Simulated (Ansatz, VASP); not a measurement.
## One calculation of Li2Cl3, two programs

```
CELL_PARAMETERS angstrom
1.86030 1.07404 8.62342
-1.86030 1.07404 8.62342
0.00000 -2.14809 8.62342
ATOMIC_POSITIONS crystal
Li 0.40000 0.40000 0.40000
Li 0.60000 0.60000 0.60000
Cl 0.00000 0.00000 0.00000
Cl 0.20950 0.20950 0.20950
Cl 0.79050 0.79050 0.79050
```

Alike in both runs: task relaxation of cell and atoms; functional PBE; k mesh 6 × 6 × 6; occupations gaussian, width 0.1 eV; no spin polarisation.

|  | VASP | Ansatz |
| --- | --- | --- |
| version | VASP 6.6.1 | Ansatz 0.2.0 |
| potentials or method | VASP PAW PBE potentials, release 64 (Li_sv, Cl), cutoff 600 eV | scalar-relativistic, plane waves, PAW |
| valence electrons in the cell | 27 | 27 |

|  | VASP | Ansatz | Ansatz less VASP |
| --- | --- | --- | --- |
| gap on the k mesh at the Fermi level, each at its own relaxed structure (eV) | none | none | - |
| relaxed volume (Å³/atom) | 19.88 | 19.76 | -0.118 |
| relaxed length of the cell vector where the two differ most in proportion (Å) | 8.228 | 8.270 | +0.0418 |

A gap of «none» marks a metal or a gap that the smearing closes.

Noted on VASP's run: the cutoff is under 1.25 times that of the potentials, so the pressure is a little rough.
